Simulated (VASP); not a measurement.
# TiO2 in VASP: single point with r2SCAN

Aim: the single point of TiO2 with r2SCAN.

Everything below comes from runs of VASP 6.6.1. Logs are shortened: lines on timing, memory, paths and dates and some standing lists are left out, and cuts for length are marked.

### 1 The cell of the first run

The typed cell holds 6 atoms: a = 5.487 Å, b = 5.487 Å, c = 5.487 Å, α = 139.73°, β = 139.72°, γ = 58.27°.

### 2 Single point, r2SCAN, collinear spin

POSCAR

```
TiO2
1.0
   -1.8886398348      1.8894042042      4.7926403145
    1.8892877674     -1.8886412561      4.7927205096
    1.8886325480      1.8886346436     -4.7927483249
Ti O
2 4
Direct
    0.0136860426      0.9977421663      1.0099260232
    0.7636290594      0.2477550536      0.5099022086
    0.2208850018      0.2049931122      1.0098937144
    0.9709095502      0.4549614437      0.5098826944
    0.5564108559      0.0404676986      0.5098775512
    0.8063809501      0.7904894955      0.0098763682
```

INCAR.step1

```
PREC = Accurate
ENCUT = 520
ISMEAR = -1
SIGMA = 0.0539
LREAL = F
LASPH = T
NELM = 150
ISPIN = 2
MAGMOM = 1 1 0 0 0 0
LMAXMIX = 4
NBANDS = 37
GGA = PE
ALGO = Normal
EDIFF = 1E-4
LWAVE = T
LCHARG = F
```

INCAR.step2

```
PREC = Accurate
ENCUT = 520
EDIFF = 1E-6
ISMEAR = -1
SIGMA = 0.0539
LREAL = F
LASPH = T
NELM = 150
ALGO = Normal
ISIF = 2
LWAVE = F
LCHARG = F
ISPIN = 2
MAGMOM = 1 1 0 0 0 0
LORBIT = 11
LMAXMIX = 4
METAGGA = R2SCAN
LMIXTAU = T
NBANDS = 37
ISTART = 1
```

KPOINTS

```
Automatic mesh
0
Gamma
  5 5 7
```

Potentials or basis: VASP PAW PBE potentials, release 64 (Ti_sv, O).

Started as:

```bash
cat potpaw_PBE.64/Ti_sv/POTCAR potpaw_PBE.64/O/POTCAR > POTCAR
cp INCAR.step1 INCAR
mpirun -np 1 vasp_std > vasp.out
cp INCAR.step2 INCAR
mpirun -np 1 vasp_std > vasp.out
```

OUTCAR:

```text
PREC = Accurate
   ENCUT = 520
   EDIFF = 1E-6
   ISMEAR = -1
   LREAL = F
   LASPH = T
   NELM = 150
   ISIF = 2
   ISPIN = 2
   LORBIT = 11
   METAGGA = R2SCAN
   ISTART = 1

 ion  position               nearest neighbor table
   1  0.014  0.998  0.010-   4 1.93   5 1.93   4 1.93   5 1.93   3 1.99   6 1.99
   2  0.764  0.248  0.510-   6 1.93   3 1.93   3 1.93   6 1.93   5 1.99   4 1.99
   3  0.221  0.205  0.010-   2 1.93   2 1.93   1 1.99
   4  0.971  0.455  0.510-   1 1.93   1 1.93   2 1.99
   5  0.556  0.040  0.510-   1 1.93   1 1.93   2 1.99
   6  0.806  0.790  0.010-   2 1.93   2 1.93   1 1.99

  LATTYP: Found a base centered monoclinic cell.
 ALAT       =    19.9017295809
 B/A-ratio  =     0.2684630886
 C/A-ratio  =     0.2757100358
 COS(beta)  =    -0.9721193479

  Lattice vectors:

 A1 = (   3.7785682480,   0.0007563356,   9.5853330088)
 A2 = (   0.0006406458,   3.7788017959,   9.5852528137)
 A3 = (  -1.8892804806,  -1.8893975917,  -4.7926124992)

Analysis of symmetry for initial positions (statically):
=====================================================================
 Subroutine PRICEL returns:
 Original cell was already a primitive cell.

 Routine SETGRP: Setting up the symmetry group for a
 base centered monoclinic supercell.

 Subroutine GETGRP returns: Found  1 space group operations
 (whereof  1 operations were pure point group operations)
 out of a pool of  4 trial point group operations.

The static configuration has the point symmetry C_1 .

Analysis of symmetry for dynamics (positions and initial velocities):
=====================================================================
 Subroutine PRICEL returns:
 Original cell was already a primitive cell.

 Routine SETGRP: Setting up the symmetry group for a
 base centered monoclinic supercell.

 Subroutine GETGRP returns: Found  1 space group operations
 (whereof  1 operations were pure point group operations)
 out of a pool of  4 trial point group operations.

The dynamic configuration has the point symmetry C_1 .

Analysis of structural, dynamic, and magnetic symmetry:
=====================================================================
 Subroutine PRICEL returns:
 Original cell was already a primitive cell.

 Routine SETGRP: Setting up the symmetry group for a
 base centered monoclinic supercell.

 Subroutine GETGRP returns: Found  1 space group operations
 (whereof  1 operations were pure point group operations)
 out of a pool of  4 trial point group operations.

The overall configuration has the point symmetry C_1 .

 Subroutine INISYM returns: Found  1 space group operations
 (whereof  1 operations are pure point group operations),
 and found     1 'primitive' translations

----------------------------------------------------------------------------------------

                                     Primitive cell

  volume of cell :      68.4065

  direct lattice vectors                    reciprocal lattice vectors
    -1.888639835  1.889404204  4.792640314     0.000001231  0.264690573  0.104304686
     1.889287767 -1.888641256  4.792720510     0.264696663  0.000003493  0.104307862
     1.888632548  1.888634644 -4.792748325     0.264696358  0.264688100 -0.000038960

  length of vectors
     5.486912598  5.486943042  5.486739489     0.284500557  0.284507388  0.374331342

  position of ions in fractional coordinates (direct lattice)
     0.013686043  0.997742166  0.009926023
     0.763629059  0.247755054  0.509902209
     0.220885002  0.204993112  0.009893714
     0.970909550  0.454961444  0.509882694
     0.556410856  0.040467699  0.509877551
     0.806380950  0.790489495  0.009876368

  ion indices of the primitive-cell ions
   primitive index   ion index
                 1           1
                 2           2
                 3           3
                 4           4
                 5           5
                 6           6
[... 29 lines left out ...]
  0.000000  0.000000  0.000000      1.000000
  0.200000 -0.000000 -0.000000      2.000000
 -0.000000 -0.200000  0.000000      2.000000
  0.400000  0.000000 -0.000000      2.000000
  0.000000 -0.400000  0.000000      2.000000
  0.200000  0.200000 -0.000000      2.000000
[... 16 lines left out ...]
  0.200000  0.200000  0.142857      2.000000
  0.400000  0.200000  0.142857      2.000000
 [... further k-points ...]
   k-points           NKPTS =     88   k-points in BZ     NKDIM =     88   number of bands    NBANDS=     37
   number of dos      NEDOS =    301   number of ions     NIONS =      6
   total plane-waves  NPLWV =  74088
   dimension x,y,z NGX =    42 NGY =   42 NGZ =   42
   dimension x,y,z NGXF=    84 NGYF=   84 NGZF=   84
   ions per type =               2   4
   NGX,Y,Z   is equivalent  to a cutoff of  12.73, 12.73, 12.73 a.u.
   NGXF,Y,Z  is equivalent  to a cutoff of  25.45, 25.45, 25.45 a.u.
 SYSTEM =  unknown system
   PREC   = accura    normal or accurate (medium, high low for compatibility)
   ISTART =      1    job   : 0-new  1-cont  2-samecut
   ICHARG =      0    charge: 1-file 2-atom 10-const
   ISPIN  =      2    spin polarized calculation?
   LNONCOLLINEAR =      F non collinear calculations
   LSORBIT =      F    spin-orbit coupling
   LASPH  =      T    aspherical Exc in radial PAW
   ENCUT  =  520.0 eV  38.22 Ry    6.18 a.u.  10.20 10.20 10.20*2*pi/ulx,y,z
   NELM   =    150;   NELMIN=  2; NELMDL=  0     # of ELM steps
   EDIFF  = 0.1E-05   stopping-criterion for ELM
   LREAL  =      F    real-space projection
   EDIFFG = 0.1E-04   stopping-criterion for IOM
   NSW    =      0    number of steps for IOM
   IBRION =     -1    ionic relax: 0-MD 1-quasi-New 2-CG
   NFREE  =      0    steps in history (QN), initial steepest desc. (CG)
   ISIF   =      2    stress and relaxation
   ISYM   =      2    0-nonsym 1-usesym 2-fastsym
   POTIM  = 0.5000    time-step for ionic-motion
   TEBEG  =    0.0;   TEEND  =   0.0 temperature during run
   PSTRESS=    0.0 pullay stress
   NELECT =      48.0000    total number of electrons
   NUPDOWN=      -1.0000    fix difference up-down
   EMIN   =  10.00;   EMAX   =-10.00  energy-range for DOS
   EFERMI =   0.00;   METHOD = LEGACY
   ISMEAR =    -1;   SIGMA  =   0.05  broadening in eV -4-tet -1-fermi 0-gaus
   EFERMI_NEDOS =   21; number of points for ismear=-14 and -15
   IALGO  =     38    algorithm
   IMIX   =      4    mixing-type and parameters
     AMIX     =   0.40;   BMIX     =  1.00
     AMIX_MAG =   1.60;   BMIX_MAG =  1.00
  volume/ion in A,a.u.               =      11.40        76.94
  Fermi-wavevector in a.u.,A,eV,Ry     =   1.454753  2.749085 28.794107  2.116307
  Thomas-Fermi vector in A             =   2.571867
   LORBIT       =     11    0 simple, 1 ext, 2 COOP (PROOUT), +10 PAW based schemes
   METAGGA = R2SCAN    functional components
   LHFCALC =     F    Hartree Fock is set to
   AEXX    =    0.0000 exact exchange contribution
   IVDW    =     0    specifies the selected vdW correction
   LEPSILON=     F    determine dielectric tensor
   LRPA    =     F    only Hartree local field effects (RPA)
 spin polarized calculation
  energy-cutoff  :      520.00
  volume of cell :       68.41
 maximum number of plane-waves:      1856
 NGX is ok and might be reduce to    42
   NGX = 21   NGY = 21   NGZ = 21

 number of electron      47.9999999 magnetization       0.0000000

 number of electron      47.9999999 magnetization      -0.0000000

 Free energy of the ion-electron system (eV)
  ---------------------------------------------------
  ext. energy  EPLUGINS =         0.00000000
  ---------------------------------------------------
  free energy    TOTEN  =       -69.85812580 eV

  energy without entropy =      -69.85812580  energy(sigma->0) =      -69.85812580

 E-fermi :   4.3304     XC(G=0): -11.4437

 val. band max:        3.0161246098   @ k =  -0.0000   0.0000   0.4286
 cond. band min:       5.5663634694   @ k =   0.0000   0.0000   0.0000
 fundamental gap:      2.5502388596
 Fermi energy:         4.3303847011

 spin component 1

 k-point     1 :       0.0000    0.0000    0.0000
  band No.  band energies     occupation
      1     -55.5715      1.00000
      2     -55.5126      1.00000
      3     -30.9884      1.00000
      4     -30.7404      1.00000
      5     -30.7404      1.00000
      6     -30.6714      1.00000
[... 925 lines left out ...]
     35      15.1019      0.00000
     36      15.6418      0.00000

 [... further k-points ...]

 spin component 2

 k-point     1 :       0.0000    0.0000    0.0000
  band No.  band energies     occupation
      1     -55.5715      1.00000
      2     -55.5126      1.00000
      3     -30.9884      1.00000
      4     -30.7404      1.00000
      5     -30.7404      1.00000
      6     -30.6714      1.00000
[... 925 lines left out ...]
     35      15.1019      0.00000
     36      15.6418      0.00000

 [... further k-points ...]

 [bands above 36 left out]

------------------------ aborting loop because EDIFF is reached ----------------------------------------

  FORCE on cell =-STRESS in cart. coord.  units (eV):
  Direction    XX          YY          ZZ          XY          YZ          ZX
  --------------------------------------------------------------------------------------
  -------------------------------------------------------------------------------------
  Total        0.5335148      0.5324771      0.4513593      0.0001406     -0.0010947     -0.0014894
  in kB       12.4956655     12.4713609     10.5714684      0.0032923     -0.0256390     -0.0348834
  external PRESSURE =      11.8461649 kB  Pullay stress =       0.0000000 kB

 VOLUME and BASIS-vectors are now :
 -----------------------------------------------------------------------------
  energy-cutoff  :      520.00
  volume of cell :       68.41
      direct lattice vectors                 reciprocal lattice vectors
    -1.888639835  1.889404204  4.792640314     0.000001231  0.264690573  0.104304686
     1.889287767 -1.888641256  4.792720510     0.264696663  0.000003493  0.104307862
     1.888632548  1.888634644 -4.792748325     0.264696358  0.264688100 -0.000038960

 POSITION                                       TOTAL-FORCE (eV/Angst)
 -----------------------------------------------------------------------------------
      1.87792     -1.83977      4.79992        -0.000719     -0.000413     -0.004316
     -0.01112      1.93790      2.40339        -0.000302     -0.000018     -0.003397
     -0.01120      0.04887      1.99368         0.000093      0.000120      0.030372
     -0.01116      1.93816      4.38998         0.000765      0.000129      0.030226
     -0.01143      1.93783      0.41691        -0.000072      0.000150     -0.026641
     -0.01085      0.04928      7.60595         0.000235      0.000033     -0.026245
 -----------------------------------------------------------------------------------
    total drift:                               -0.000809      0.000275     -0.026738

  FREE ENERGIE OF THE ION-ELECTRON SYSTEM (eV)
  ---------------------------------------------------
  free  energy   TOTEN  =       -69.8581258036 eV

  energy  without entropy=      -69.8581258036  energy(sigma->0) =      -69.85812580

 total charge

# of ion       s       p       d       tot
------------------------------------------
    1        2.221   6.299   1.679  10.199
    2        2.221   6.299   1.679  10.199
    3        1.577   3.535   0.000   5.111
    4        1.577   3.535   0.000   5.111
    5        1.577   3.535   0.000   5.111
    6        1.577   3.535   0.000   5.111
--------------------------------------------------
tot         10.749  26.737   3.358  40.843

 magnetization (x)

# of ion       s       p       d       tot
------------------------------------------
    1       -0.000  -0.000  -0.000  -0.000
    2       -0.000  -0.000  -0.000  -0.000
    3        0.000   0.000   0.000   0.000
    4        0.000   0.000   0.000   0.000
    5        0.000   0.000   0.000   0.000
    6        0.000   0.000   0.000   0.000
--------------------------------------------------
tot         -0.000   0.000  -0.000   0.000
```

It took 58 min on 1 thread of Oxide Virtual Turin-like, shared host; peak memory 0.51 GiB.

Results:

| Quantity | Value |
| --- | --- |
| Free energy | -69.8581 eV |
| Pressure | 1.2 GPa |
| Largest force | 0.030 eV/Å |
| Band gap on the k mesh | 2.55 eV (least direct gap 2.98 eV) |
| Net moment | 0.00 μB per cell |
| Valence electrons inside the program's atomic spheres | Ti 10.20; O 5.11 |

Forces in eV/Å, atoms in the order of the input:
```
Ti  -0.001  0.000 -0.004
Ti   0.000  0.000 -0.003
O    0.000  0.000  0.030
O    0.001  0.000  0.030
O    0.000  0.000 -0.027
O    0.000  0.000 -0.026
```

Caveat: the PAW data sets were made with another functional, which shifts forces and pressure a little; an odd mesh through Γ misses points on the zone boundary, where band edges can lie.
